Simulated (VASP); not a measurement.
# Re (P6_3/mmc) in VASP: further runs

Runs on Re. Level: PBE. Tasks: single point.

Program: VASP 6.6.1. These are calculated values, not measurements. Logs are shortened: lines on timing, memory, paths and dates and some standing lists are left out, and cuts for length are marked.

### Step 1. The cell of the first run

It takes space group P6_3/mmc (No. 194, hexagonal). The conventional cell has a = 2.763 Å, b = 2.763 Å, c = 4.537 Å, α = 90.00°, β = 90.00°, γ = 120.00°. Re (site symmetry -6m2) has 12 Re at 2.76 to 2.77 Å within 3.6 Å.

### Step 2. Single point, PBE (strained)

Contents of INCAR:

```
ALGO = Fast
EDIFF = 1E-6
ENCUT = 520
GGA = PE
ISIF = 2
ISMEAR = 0
LASPH = True
LCHARG = False
LREAL = False
LWAVE = False
NBANDS = 14
NELM = 100
PREC = Accurate
SIGMA = 0.1
```

Contents of KPOINTS:

```
k-points
0
Gamma
  18 18 10
```

Contents of POSCAR:

```
Re
1.0
    2.7630964560      0.0000000000      0.0000000000
   -1.3815482281      2.3929117240      0.0000000000
    0.0000000000      0.0000000000      4.5370566824
Re
2
Direct
    0.3333333300      0.6666666700      0.2500000000
    0.6666666700      0.3333333300      0.7500000000
```

Potentials or basis: VASP PAW PBE potentials, release 64 (Re).

Command:

```console
$ cat potpaw_PBE.64/Re/POTCAR > POTCAR
$ mpirun -np 1 vasp_std > vasp.out
```

OUTCAR:

```text
EDIFF = 1E-6
   ENCUT = 520
   GGA = PE
   ISIF = 2
   ISMEAR = 0
   LASPH = True
   LREAL = False
   NELM = 100
   PREC = Accurate

 ion  position               nearest neighbor table
   1  0.333  0.667  0.250-   2 2.77   2 2.77   2 2.77   2 2.77   2 2.77   2 2.77
   2  0.667  0.333  0.750-   1 2.77   1 2.77   1 2.77   1 2.77   1 2.77   1 2.77

  LATTYP: Found a hexagonal cell.
 ALAT       =     2.7630964560
 C/A-ratio  =     1.6420189286

  Lattice vectors:

 A1 = (   2.7630964560,   0.0000000000,   0.0000000000)
 A2 = (  -1.3815482281,   2.3929117240,   0.0000000000)
 A3 = (   0.0000000000,   0.0000000000,   4.5370566824)

Analysis of symmetry for initial positions (statically):
=====================================================================
 Subroutine PRICEL returns:
 Original cell was already a primitive cell.

 Routine SETGRP: Setting up the symmetry group for a
 hexagonal supercell.

 Subroutine GETGRP returns: Found 24 space group operations
 (whereof 12 operations were pure point group operations)
 out of a pool of 24 trial point group operations.

The static configuration has the point symmetry D_3d.
 The point group associated with its full space group is D_6h.

Analysis of symmetry for dynamics (positions and initial velocities):
=====================================================================
 Subroutine PRICEL returns:
 Original cell was already a primitive cell.

 Routine SETGRP: Setting up the symmetry group for a
 hexagonal supercell.

 Subroutine GETGRP returns: Found 24 space group operations
 (whereof 12 operations were pure point group operations)
 out of a pool of 24 trial point group operations.

The dynamic configuration has the point symmetry D_3d.
 The point group associated with its full space group is D_6h.

 Subroutine INISYM returns: Found 24 space group operations
 (whereof 12 operations are pure point group operations),
 and found     1 'primitive' translations

----------------------------------------------------------------------------------------

                                     Primitive cell

  volume of cell :      29.9983

  direct lattice vectors                    reciprocal lattice vectors
     2.763096456  0.000000000  0.000000000     0.361912809  0.208950458  0.000000000
    -1.381548228  2.392911724  0.000000000     0.000000000  0.417900915  0.000000000
     0.000000000  0.000000000  4.537056682     0.000000000  0.000000000  0.220407209

  length of vectors
     2.763096456  2.763096456  4.537056682     0.417900915  0.417900915  0.220407209

  position of ions in fractional coordinates (direct lattice)
     0.333333330  0.666666670  0.250000000
     0.666666670  0.333333330  0.750000000

  ion indices of the primitive-cell ions
   primitive index   ion index
                 1           1
                 2           2

----------------------------------------------------------------------------------------

 KPOINTS: k-points

Automatic generation of k-mesh.
 Grid dimensions read from file:
 generate k-points for:   18   18   10

 Generating k-lattice:

  Cartesian coordinates                     Fractional coordinates (reciprocal lattice)
     0.020106267  0.011608359  0.000000000     0.055555556  0.000000000  0.000000000
     0.000000000  0.023216718  0.000000000     0.000000000  0.055555556  0.000000000
     0.000000000  0.000000000  0.022040721     0.000000000  0.000000000  0.100000000

  Length of vectors
     0.023216718  0.023216718  0.022040721

  Shift w.r.t. Gamma in fractional coordinates (k-lattice)
     0.000000000  0.000000000  0.000000000

 Subroutine IBZKPT returns following result:
 ===========================================

 Found    222 irreducible k-points:

 Following reciprocal coordinates:
            Coordinates               Weight
  0.000000  0.000000  0.000000      1.000000
  0.055556 -0.000000  0.000000      6.000000
  0.111111 -0.000000  0.000000      6.000000
  0.166667  0.000000  0.000000      6.000000
  0.222222 -0.000000  0.000000      6.000000
  0.277778 -0.000000  0.000000      6.000000
[... 16 lines left out ...]
  0.333333  0.111111  0.000000     12.000000
  0.388889  0.111111  0.000000     12.000000
 [... further k-points ...]
   k-points           NKPTS =    222   k-points in BZ     NKDIM =    222   number of bands    NBANDS=     14
   number of dos      NEDOS =    301   number of ions     NIONS =      2
   total plane-waves  NPLWV =  20736
   dimension x,y,z NGX =    24 NGY =   24 NGZ =   36
   dimension x,y,z NGXF=    48 NGYF=   48 NGZF=   72
   ions per type =               2
   NGX,Y,Z   is equivalent  to a cutoff of  14.44, 14.44, 13.19 a.u.
   NGXF,Y,Z  is equivalent  to a cutoff of  28.88, 28.88, 26.38 a.u.
 SYSTEM =  unknown system
   PREC   = accura    normal or accurate (medium, high low for compatibility)
   ISTART =      0    job   : 0-new  1-cont  2-samecut
   ICHARG =      2    charge: 1-file 2-atom 10-const
   ISPIN  =      1    spin polarized calculation?
   LNONCOLLINEAR =      F non collinear calculations
   LSORBIT =      F    spin-orbit coupling
   LASPH  =      T    aspherical Exc in radial PAW
   ENCUT  =  520.0 eV  38.22 Ry    6.18 a.u.   5.14  5.14  8.44*2*pi/ulx,y,z
   NELM   =    100;   NELMIN=  2; NELMDL= -5     # of ELM steps
   EDIFF  = 0.1E-05   stopping-criterion for ELM
   LREAL  =      F    real-space projection
   EDIFFG = 0.1E-04   stopping-criterion for IOM
   NSW    =      0    number of steps for IOM
   IBRION =     -1    ionic relax: 0-MD 1-quasi-New 2-CG
   NFREE  =      0    steps in history (QN), initial steepest desc. (CG)
   ISIF   =      2    stress and relaxation
   ISYM   =      2    0-nonsym 1-usesym 2-fastsym
   POTIM  = 0.5000    time-step for ionic-motion
   TEBEG  =    0.0;   TEEND  =   0.0 temperature during run
   PSTRESS=    0.0 pullay stress
   NELECT =      14.0000    total number of electrons
   NUPDOWN=      -1.0000    fix difference up-down
   EMIN   =  10.00;   EMAX   =-10.00  energy-range for DOS
   EFERMI =   0.00;   METHOD = LEGACY
   ISMEAR =     0;   SIGMA  =   0.10  broadening in eV -4-tet -1-fermi 0-gaus
   EFERMI_NEDOS =   21; number of points for ismear=-14 and -15
   IALGO  =     68    algorithm
   IMIX   =      4    mixing-type and parameters
     AMIX     =   0.40;   BMIX     =  1.00
     AMIX_MAG =   1.60;   BMIX_MAG =  1.00
  volume/ion in A,a.u.               =      15.00       101.22
  Fermi-wavevector in a.u.,A,eV,Ry     =   1.269848  2.399665 21.939597  1.612515
  Thomas-Fermi vector in A             =   2.402868
   LORBIT       =      0    0 simple, 1 ext, 2 COOP (PROOUT), +10 PAW based schemes
   GGA     = PE    functional components
   LHFCALC =     F    Hartree Fock is set to
   AEXX    =    0.0000 exact exchange contribution
   IVDW    =     0    specifies the selected vdW correction
   LEPSILON=     F    determine dielectric tensor
   LRPA    =     F    only Hartree local field effects (RPA)
 non-spin polarized calculation
 RMM-DIIS sequential band-by-band and
 Gauss-broadening in eV      SIGMA  =   0.10
  energy-cutoff  :      520.00
  volume of cell :       30.00
 maximum number of plane-waves:       822
 NGX is ok and might be reduce to    24
   NGX = 11   NGY = 11   NGZ = 17

 number of electron      13.9999999 magnetization

 Free energy of the ion-electron system (eV)
  ---------------------------------------------------
  ext. energy  EPLUGINS =         0.00000000
  ---------------------------------------------------
  free energy    TOTEN  =       -24.84652186 eV

  energy without entropy =      -24.83834845  energy(sigma->0) =      -24.84243515

 E-fermi :   7.6592     XC(G=0): -13.6253

 val. band max:        7.6587914442   @ k =   0.1667   0.1111   0.1000
 cond. band min:       7.6644970734   @ k =   0.3333   0.1667   0.4000
 fundamental gap:      0.0057056292
 Fermi energy:         7.6591790903

 k-point     1 :       0.0000    0.0000    0.0000
  band No.  band energies     occupation
      1      -2.0835      2.00000
      2       1.1395      2.00000
      3       5.9222      2.00000
      4       6.1505      2.00000
      5       6.1505      2.00000
      6       6.9148      2.00000
      7       6.9148      2.00000
      8       7.9857      0.00000
      9       7.9857      0.00000
     10       8.0483      0.00000
     11      10.9326      0.00000
     12      10.9326      0.00000
     13      17.2155      0.00000
     14      21.8678      0.00000

 k-point     2 :       0.0556   -0.0000    0.0000
  band No.  band energies     occupation
      1      -1.9577      2.00000
      2       1.2605      2.00000
      3       5.7077      2.00000
      4       6.2655      2.00000
      5       6.3229      2.00000
      6       6.8221      2.00000
      7       7.0241      2.00000
      8       7.5582      1.84684
      9       7.8886      0.00118
     10       7.9285      0.00014
     11      10.9940      0.00000
     12      11.4769      0.00000
     13      17.2037      0.00000
     14      22.1463      0.00000

 k-point     3 :       0.1111   -0.0000    0.0000
  band No.  band energies     occupation
      1      -1.5911      2.00000
      2       1.6011      2.00000
      3       5.3361      2.00000
      4       6.4763      2.00000
      5       6.6068      2.00000
      6       6.6280      2.00000
      7       6.7181      2.00000
      8       7.3472      1.99999
      9       7.6337      1.28131
     10       7.7332      0.29521
     11      11.1458      0.00000
     12      12.6079      0.00000
     13      17.1455      0.00000
     14      22.9181      0.00000

 k-point     4 :       0.1667    0.0000    0.0000
  band No.  band energies     occupation
      1      -1.0173      2.00000
      2       2.0774      2.00000
      3       4.9512      2.00000
      4       5.6524      2.00000
      5       6.1761      2.00000
      6       7.1187      2.00000
      7       7.1617      2.00000
      8       7.2936      2.00000
      9       7.4545      1.99621
     10       7.8691      0.00299
     11      11.3262      0.00000
     12      13.9103      0.00000
     13      17.0046      0.00000
     14      23.8315      0.00000

 k-point     5 :       0.2222   -0.0000    0.0000
  band No.  band energies     occupation
      1      -0.2986      2.00000
      2       2.4852      2.00000
      3       4.7407      2.00000
      4       4.7522      2.00000
      5       5.8864      2.00000
      6       6.9318      2.00000
      7       7.1393      2.00000
      8       7.7251      0.35091
      9       7.9066      0.00047
     10       8.5626      0.00000
     11      11.4895      0.00000
[... 276 lines left out ...]
 k-point    22 :       0.2778    0.1111    0.0000
  band No.  band energies     occupation
      1       1.4962      2.00000
      2       2.7597      2.00000
      3       3.3214      2.00000
      4       4.6544      2.00000
      5       5.7962      2.00000
      6       6.1781      2.00000
      7       6.8123      2.00000
      8       8.8659      0.00000
      9      10.2165      0.00000
     10      11.1846      0.00000
     11      11.4589      0.00000
     12      16.5767      0.00000
     13      18.3499      0.00000
     14      19.5224      0.00000

 k-point    23 :       0.3333    0.1111    0.0000
  band No.  band energies     occupation
      1       1.9725      2.00000
      2       2.5095      2.00000
      3       2.9025      2.00000
      4       5.0382      2.00000
      5       5.7048      2.00000
      6       6.4816      2.00000
      7       6.6257      2.00000
      8       9.7940      0.00000
      9      10.9568      0.00000
     10      11.4814      0.00000
     11      12.2528      0.00000
     12      16.9051      0.00000
     13      17.6495      0.00000
     14      19.3993      0.00000

 k-point    24 :       0.3889    0.1111    0.0000
  band No.  band energies     occupation
      1       2.1940      2.00000
      2       2.3401      2.00000
      3       2.6447      2.00000
      4       5.4485      2.00000
      5       5.7003      2.00000
      6       6.2203      2.00000
      7       6.9422      2.00000
      8      10.7392      0.00000
      9      11.4090      0.00000
     10      11.4912      0.00000
     11      13.2324      0.00000
     12      15.9894      0.00000
     13      17.5705      0.00000
     14      18.8680      0.00000

 [... further k-points ...]
[... 5 lines left out ...]
  --------------------------------------------------------------------------------------
  -------------------------------------------------------------------------------------
  Total        0.1502112      0.1502112     -1.2197487     -0.0000000      0.0000000      0.0000000
  in kB        8.0226169      8.0226169    -65.1454406     -0.0000000      0.0000000      0.0000000
  external PRESSURE =     -16.3667356 kB  Pullay stress =       0.0000000 kB

 VOLUME and BASIS-vectors are now :
 -----------------------------------------------------------------------------
  energy-cutoff  :      520.00
  volume of cell :       30.00
      direct lattice vectors                 reciprocal lattice vectors
     2.763096456  0.000000000  0.000000000     0.361912809  0.208950458  0.000000000
    -1.381548228  2.392911724  0.000000000     0.000000000  0.417900915  0.000000000
     0.000000000  0.000000000  4.537056682     0.000000000  0.000000000  0.220407209

 POSITION                                       TOTAL-FORCE (eV/Angst)
 -----------------------------------------------------------------------------------
     -0.00000      1.59527      1.13426         0.000000     -0.000000      0.000000
      1.38155      0.79764      3.40279        -0.000000      0.000000      0.000000
 -----------------------------------------------------------------------------------
    total drift:                               -0.000000      0.000000     -0.000000

  FREE ENERGIE OF THE ION-ELECTRON SYSTEM (eV)
  ---------------------------------------------------
  free  energy   TOTEN  =       -24.8465218584 eV

  energy  without entropy=      -24.8383484464  energy(sigma->0) =      -24.84243515
```

Run time: 52 s. Hardware: 1 thread of Intel Xeon 6975P-C (Granite Rapids), shared host; peak memory 0.22 GiB.

What came out:

| Property | Result |
| --- | --- |
| Free energy | -24.8465 eV |
| Pressure | -1.6 GPa |
| Band gap on the k mesh | zero (band 7 reaches 9.06 eV, above the bottom of band 8 at 6.06 eV) |

Caveat: the cell differs from its parent crystal (strained); spin-orbit coupling is left out, which moves the levels of the heavy elements.

(Continued in part 2 of 2.)
